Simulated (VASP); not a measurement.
# Ge5P (P-6m2) in VASP: a series of runs, part 2 of 2

VASP 6.6.1. The steps go on from the part before.

## 4. Single point, PBE

This run uses another cell than the first one, of 19.97 Å³/atom.

INCAR reads:

```
SYSTEM = Ge5P
PREC = Accurate
ENCUT = 520
EDIFF = 1E-7
ISMEAR = 0
SIGMA = 0.1
LREAL = .False.
LASPH = .True.
NELM = 60
ALGO = Normal
ISIF = 2
LWAVE = .False.
LCHARG = .False.
GGA = PE
NBANDS = 46
```

KPOINTS reads:

```
regular mesh
0
Gamma
  6 6 2
  0 0 0
```

POSCAR reads:

```
Ge5P
1.0
    3.5932745703      0.0000000000      0.0000000000
   -1.7966372851      3.1118670606      0.0000000000
    0.0000000000      0.0000000000     10.7139152891
Ge P
5 1
Direct
    0.6666666667      0.3333333333      0.8535662931
    0.0000000000      0.0000000000      0.6577487996
    0.6666666667      0.3333333333      0.5000000000
    0.0000000000      0.0000000000      0.3422512004
    0.6666666667      0.3333333333      0.1464337069
    0.0000000000      0.0000000000      0.0000000000
```

Potentials or basis: VASP PAW PBE potentials, release 64 (Ge_d, P).

Run with:

```
$ cat potpaw_PBE.64/Ge_d/POTCAR potpaw_PBE.64/P/POTCAR > POTCAR
$ mpirun -np 1 vasp_std > vasp.out
```

OUTCAR:

```text
SYSTEM = Ge5P
   PREC = Accurate
   ENCUT = 520
   EDIFF = 1E-7
   ISMEAR = 0
   LREAL = .False.
   LASPH = .True.
   NELM = 60
   ISIF = 2
   GGA = PE

 ion  position               nearest neighbor table
   1  0.667  0.333  0.854-   6 2.60   6 2.60   6 2.60
   2  0.000  0.000  0.658-   3 2.68   3 2.68   3 2.68
   3  0.667  0.333  0.500-   2 2.68   4 2.68   2 2.68   4 2.68   2 2.68   4 2.68
   4  0.000  0.000  0.342-   3 2.68   3 2.68   3 2.68
   5  0.667  0.333  0.146-   6 2.60   6 2.60   6 2.60
   6  0.000  0.000  0.000-   1 2.60   5 2.60   1 2.60   5 2.60   1 2.60   5 2.60

  LATTYP: Found a hexagonal cell.
 ALAT       =     3.5932745703
 C/A-ratio  =     2.9816578387

  Lattice vectors:

 A1 = (   3.5932745703,   0.0000000000,   0.0000000000)
 A2 = (  -1.7966372851,   3.1118670606,   0.0000000000)
 A3 = (   0.0000000000,   0.0000000000,  10.7139152891)

Analysis of symmetry for initial positions (statically):
=====================================================================
 Subroutine PRICEL returns:
 Original cell was already a primitive cell.

 Routine SETGRP: Setting up the symmetry group for a
 hexagonal supercell.

 Subroutine GETGRP returns: Found 12 space group operations
 (whereof 12 operations were pure point group operations)
 out of a pool of 24 trial point group operations.

The static configuration has the point symmetry D_3h.

Analysis of symmetry for dynamics (positions and initial velocities):
=====================================================================
 Subroutine PRICEL returns:
 Original cell was already a primitive cell.

 Routine SETGRP: Setting up the symmetry group for a
 hexagonal supercell.

 Subroutine GETGRP returns: Found 12 space group operations
 (whereof 12 operations were pure point group operations)
 out of a pool of 24 trial point group operations.

The dynamic configuration has the point symmetry D_3h.

 Subroutine INISYM returns: Found 12 space group operations
[... 115 lines left out ...]
  volume/ion in A,a.u.               =      19.97       134.74
  Fermi-wavevector in a.u.,A,eV,Ry     =   1.400475  2.646514 26.685519  1.961330
  Thomas-Fermi vector in A             =   2.523432
   LORBIT       =      0    0 simple, 1 ext, 2 COOP (PROOUT), +10 PAW based schemes
   GGA     = PE    functional components
   LHFCALC =     F    Hartree Fock is set to
   AEXX    =    0.0000 exact exchange contribution
   IVDW    =     0    specifies the selected vdW correction
   LEPSILON=     F    determine dielectric tensor
   LRPA    =     F    only Hartree local field effects (RPA)
 non-spin polarized calculation
 Gauss-broadening in eV      SIGMA  =   0.10
  energy-cutoff  :      520.00
  volume of cell :      119.80
 maximum number of plane-waves:      3279
 NGX is ok and might be reduce to    28
   NGX = 13   NGY = 13   NGZ = 39

 number of electron      75.0000002 magnetization

 Free energy of the ion-electron system (eV)
  ---------------------------------------------------
  ext. energy  EPLUGINS =         0.00000000
  ---------------------------------------------------
  free energy    TOTEN  =       -26.23926288 eV

  energy without entropy =      -26.23044699  energy(sigma->0) =      -26.23485493

 E-fermi :   6.0872     XC(G=0): -10.7241

 val. band max:        5.9728075239   @ k =   0.1667   0.1667   0.0000
 cond. band min:       6.1295132773   @ k =   0.1667  -0.0000   0.5000
 fundamental gap:      0.1567057534
 Fermi energy:         6.0872333820

 k-point     1 :       0.0000    0.0000    0.0000
  band No.  band energies     occupation
      1     -18.7393      2.00000
      2     -18.7291      2.00000
      3     -18.7291      2.00000
      4     -18.7184      2.00000
      5     -18.7184      2.00000
      6     -18.7172      2.00000
[... 675 lines left out ...]
     45      11.7262      0.00000
     46      12.0347      0.00000

------------------------ aborting loop because EDIFF is reached ----------------------------------------

  FORCE on cell =-STRESS in cart. coord.  units (eV):
  Direction    XX          YY          ZZ          XY          YZ          ZX
  --------------------------------------------------------------------------------------
  -------------------------------------------------------------------------------------
  Total       -0.0940455     -0.0940455     -0.0172548     -0.0000000      0.0000000     -0.0000000
  in kB       -1.2577345     -1.2577345     -0.2307599     -0.0000000      0.0000000     -0.0000000
  external PRESSURE =      -0.9154096 kB  Pullay stress =       0.0000000 kB

 VOLUME and BASIS-vectors are now :
 -----------------------------------------------------------------------------
  energy-cutoff  :      520.00
  volume of cell :      119.80
      direct lattice vectors                 reciprocal lattice vectors
     3.593274570  0.000000000  0.000000000     0.278297687  0.160675244  0.000000000
    -1.796637285  3.111867061  0.000000000     0.000000000  0.321350488  0.000000000
     0.000000000  0.000000000 10.713915289     0.000000000  0.000000000  0.093336560

 POSITION                                       TOTAL-FORCE (eV/Angst)
 -----------------------------------------------------------------------------------
      1.79664      1.03729      9.14504        -0.000000      0.000000      0.006828
      0.00000      0.00000      7.04706         0.000000     -0.000000      0.010944
      1.79664      1.03729      5.35696        -0.000000      0.000000      0.000000
      0.00000      0.00000      3.66685         0.000000     -0.000000     -0.010944
      1.79664      1.03729      1.56888        -0.000000      0.000000     -0.006828
      0.00000      0.00000      0.00000        -0.000000      0.000000      0.000000
 -----------------------------------------------------------------------------------
    total drift:                               -0.000001      0.000000      0.000000

  FREE ENERGIE OF THE ION-ELECTRON SYSTEM (eV)
  ---------------------------------------------------
  free  energy   TOTEN  =       -26.2392628788 eV

  energy  without entropy=      -26.2304469898  energy(sigma->0) =      -26.23485493
```

OSZICAR:

```text
N       E                     dE             d eps       ncg     rms          rms(c)
DAV:   1     0.787817109080E+03    0.78782E+03   -0.34976E+04  1502   0.436E+03
DAV:   2     0.117841088152E+03   -0.66998E+03   -0.65189E+03  1288   0.975E+02
DAV:   3    -0.160656717820E+02   -0.13391E+03   -0.13039E+03  1384   0.232E+02
DAV:   4    -0.261557653963E+02   -0.10090E+02   -0.98441E+01  1524   0.698E+01
DAV:   5    -0.264177522100E+02   -0.26199E+00   -0.26163E+00  1492   0.126E+01    0.479E+00
DAV:   6    -0.262548895922E+02    0.16286E+00   -0.33924E-01  1912   0.896E+00    0.275E+00
DAV:   7    -0.262413541119E+02    0.13535E-01   -0.19843E-01  1514   0.403E+00    0.709E-01
DAV:   8    -0.262389442830E+02    0.24098E-02   -0.29491E-02  1546   0.337E+00    0.217E-01
DAV:   9    -0.262392046836E+02   -0.26040E-03   -0.43817E-03  1850   0.861E-01    0.888E-02
DAV:  10    -0.262392319939E+02   -0.27310E-04   -0.37471E-04  2082   0.322E-01    0.426E-02
DAV:  11    -0.262392671673E+02   -0.35173E-04   -0.19601E-04  1586   0.223E-01    0.116E-02
DAV:  12    -0.262392624210E+02    0.47463E-05   -0.52702E-05  1562   0.195E-01    0.609E-03
DAV:  13    -0.262392626409E+02   -0.21986E-06   -0.11483E-05  1576   0.376E-02    0.256E-03
DAV:  14    -0.262392628430E+02   -0.20218E-06   -0.11267E-06  1538   0.253E-02    0.107E-03
DAV:  15    -0.262392628788E+02   -0.35774E-07   -0.29099E-07  1202   0.583E-03
   1 F= -.26239263E+02 E0= -.26234855E+02  d E =-.881589E-02
```

It took 44 s on 1 thread of AMD EPYC 9R45 (Zen 5), shared host; peak memory 0.22 GiB.

Results:

- Free energy: -26.2393 eV
- Pressure: -0.1 GPa
- Largest force: 0.011 eV/Å
- Band gap on the k mesh: zero (an odd number of electrons rules out a gap without spin polarisation)

Forces in eV/Å, atoms in the order of the input:
```
Ge   0.000  0.000  0.007
Ge   0.000  0.000  0.011
Ge   0.000  0.000  0.000
Ge   0.000  0.000 -0.011
Ge   0.000  0.000 -0.007
P    0.000  0.000  0.000
```

Levels at points of the mesh, in eV from the Fermi level:
```tsv
k point	band 33	band 34	band 35	band 36	band 37	band 38	band 39	band 40	band 41	band 42
(0.00, 0.00, 0.00)	-0.86	-0.86	1.27	1.27	1.57	2.34	2.51	2.51	3.27	3.27
(0.50, 0.00, 0.00)	-4.32	-3.04	-2.66	-2.35	-0.98	-0.44	0.35	0.74	1.79	2.73
(0.00, 0.00, 0.50)	-0.85	0.06	0.49	1.16	1.16	2.89	2.89	3.30	3.30	3.39
(0.50, 0.00, 0.50)	-4.59	-2.64	-2.32	-2.26	-1.16	0.10	0.15	0.99	1.35	1.38
```

## 5. Relaxation of cell and atoms, PBE

This run uses another cell than the first one, of 25.88 Å³/atom.

INCAR reads:

```
SYSTEM = Ge5P
ALGO = Normal
EDIFF = 1E-7
EDIFFG = -0.04
ENCUT = 600
GGA = PE
IBRION = 2
ISIF = 3
ISMEAR = 0
LASPH = .TRUE.
LCHARG = .FALSE.
LREAL = .FALSE.
LWAVE = .FALSE.
NELM = 80
NSW = 90
PREC = Accurate
SIGMA = 0.1
```

KPOINTS reads:

```
k-points
0
G
  6 6 1
  0 0 0
```

POSCAR reads:

```
Ge5P
1.0
    3.3560766700      0.0000000000      0.0000000000
   -1.6780383300      2.9064476500      0.0000000000
    0.0000000000      0.0000000000     15.9184295600
Ge P
5 1
Direct
    0.6666666700      0.3333333300      0.8533704300
    0.0000000000      0.0000000000      0.6760535800
    0.6666666700      0.3333333300      0.5000000000
    0.0000000000      0.0000000000      0.3239464200
    0.6666666700      0.3333333300      0.1466295700
    0.0000000000      0.0000000000      0.0000000000
```

Run with:

```
$ cat potpaw_PBE.64/Ge_d/POTCAR potpaw_PBE.64/P/POTCAR > POTCAR
$ mpirun -np 1 vasp_std > vasp.out
```

It took 15 min on 1 thread of AMD EPYC 9R45 (Zen 5), shared host; peak memory 0.3 GiB.

Results (log left out):

```
Free energy                           : -26.2086 eV
Relaxed volume                        : 18.61 Å³/atom
Relaxed cell                          : a = 3.208 Å, b = 3.208 Å, c = 12.523 Å, α = 90.00°, β = 90.00°, γ = 120.00°
Space group after relaxing (to 0.1 Å) : P-6m2 (No. 187)
Energy gained by relaxing             : 410.6 meV/atom
Ionic steps                           : 31
Pressure after relaxing               : 0.0 GPa
Largest force after relaxing          : 0.032 eV/Å
Band gap on the k mesh                : zero (an odd number of electrons rules out a gap without spin polarisation)
```

Forces in eV/Å, atoms in the order of the input:
```
Ge   0.000  0.000  0.032
Ge   0.000  0.000  0.014
Ge   0.000  0.000  0.000
Ge   0.000  0.000 -0.014
Ge   0.000  0.000 -0.032
P    0.000  0.000  0.000
```

The path:
| step | energy change (eV) | largest force (eV/Å) | pressure (GPa) | volume (Å³) |
| --- | --- | --- | --- | --- |
| 1 | 0.0000 | 0.2427 | -10.87 | 155.27 |
| 2 | -1.7684 | 0.3247 | -2.45 | 119.06 |
| 3 | -1.8055 | 0.4290 | -0.26 | 114.79 |
| 4 | -1.8058 | 0.4482 | 0.11 | 114.06 |
| 5 | -1.8529 | 0.3104 | -0.05 | 113.58 |
| 6 | -2.0337 | 0.2263 | -0.06 | 112.01 |
| 7 | -2.1265 | 1.1095 | 1.85 | 108.31 |
| 8 | -2.1059 | 0.7333 | 0.58 | 110.14 |
| 9 | -2.1224 | 0.8181 | 0.50 | 109.62 |
| 10 | -2.1362 | 0.9705 | 1.11 | 108.98 |
| 11 | -2.1394 | 1.0379 | 1.41 | 108.65 |
| 12 | -2.1484 | 1.0865 | 1.50 | 108.67 |
| 13 | -2.1484 | 1.0917 | 1.58 | 108.67 |
| 14 | -2.1645 | 1.0707 | 1.39 | 108.93 |
| 15 | -2.2086 | 1.0069 | 0.79 | 109.73 |
| 16 | -2.2778 | 0.8604 | -0.34 | 111.34 |
| 17 | -2.3411 | 0.5719 | -2.03 | 114.60 |
| 18 | -2.3814 | 0.4604 | -1.12 | 113.26 |
| 19 | -2.4073 | 0.5315 | 0.77 | 111.07 |
| 20 | -2.4308 | 0.4544 | 0.86 | 110.76 |
| 21 | -2.4341 | 0.4137 | 0.97 | 110.59 |
| 22 | -2.4509 | 0.2749 | -0.04 | 111.87 |
| 23 | -2.4542 | 0.1860 | -0.75 | 112.79 |
| 24 | -2.4615 | 0.0887 | -0.38 | 112.26 |
| 25 | -2.4620 | 0.0536 | -0.21 | 112.08 |
| 26 | -2.4636 | 0.0425 | 0.01 | 111.59 |
| 27 | -2.4636 | 0.0472 | 0.16 | 111.42 |
| 28 | -2.4636 | 0.0453 | 0.14 | 111.49 |
| 29 | -2.4636 | 0.0446 | 0.10 | 111.51 |
| 30 | -2.4636 | 0.0449 | 0.09 | 111.50 |
| 31 | -2.4639 | 0.0316 | -0.01 | 111.63 |

Final structure:
```
Ge P
1.0
     3.20832    0.00000    0.00000
    -1.60416    2.77848    0.00000
     0.00000    0.00000   12.52296
Ge P
5 1
Direct
  0.66667 0.33333 0.85556
  0.00000 0.00000 0.67690
  0.66667 0.33333 0.50000
  0.00000 0.00000 0.32310
  0.66667 0.33333 0.14444
  0.00000 0.00000 0.00000
```

Levels at points of the mesh, in eV from the Fermi level:
```csv
k point,band 35,band 36,band 37,band 38,band 39,band 40,band 41,band 42
"(0.00, 0.00, 0.00)",1.30,1.60,4.61,4.61,4.86,4.86,5.42,5.42
"(0.50, 0.00, 0.00)",-3.34,-1.27,-1.15,-0.86,0.54,1.47,1.63,1.69
```

Caveat: the k points lie up to 0.50 Å⁻¹ apart in the final cell, too coarse for converged energies and pressures of a metal; the volume moved by over 15 % at a fixed basis, so the end points are rough.

## 6. Overview

```csv
task,cell,k mesh,cutoff (eV),gap on the mesh (eV),pressure (GPa),largest force (eV/Å)
single point,"a = 3.210, b = 3.210, c = 12.516 Å, angles 90.0, 90.0, 120.0°, 6 atoms, atomic positions A",6 × 6 × 1,520,none,0.0,0.02
single point,"a = 3.356, b = 3.356, c = 15.918 Å, angles 90.0, 90.0, 120.0°, 6 atoms, atomic positions B",6 × 6 × 1,520,none,-10.9,0.24
single point,"a = 3.593, b = 3.593, c = 10.714 Å, angles 90.0, 90.0, 120.0°, 6 atoms, atomic positions C",6 × 6 × 2,520,none,-0.1,0.01
relaxation of cell and atoms,"relaxed from a = 3.356, b = 3.356, c = 15.918 Å, angles 90.0, 90.0, 120.0°, 6 atoms, atomic positions B",6 × 6 × 1,600,none,0.0,0.03
```

Alike in all rows: level PBE; potentials or basis VASP PAW PBE potentials, release 64 (Ge_d, P); no spin polarisation; smearing gaussian 0.1 eV.

Caveats: some runs use coarse meshes; the volume moved by over 15 % at a fixed basis, so the end points are rough (at least some runs).

Absolute energies hang on the potentials; compare differences alone.
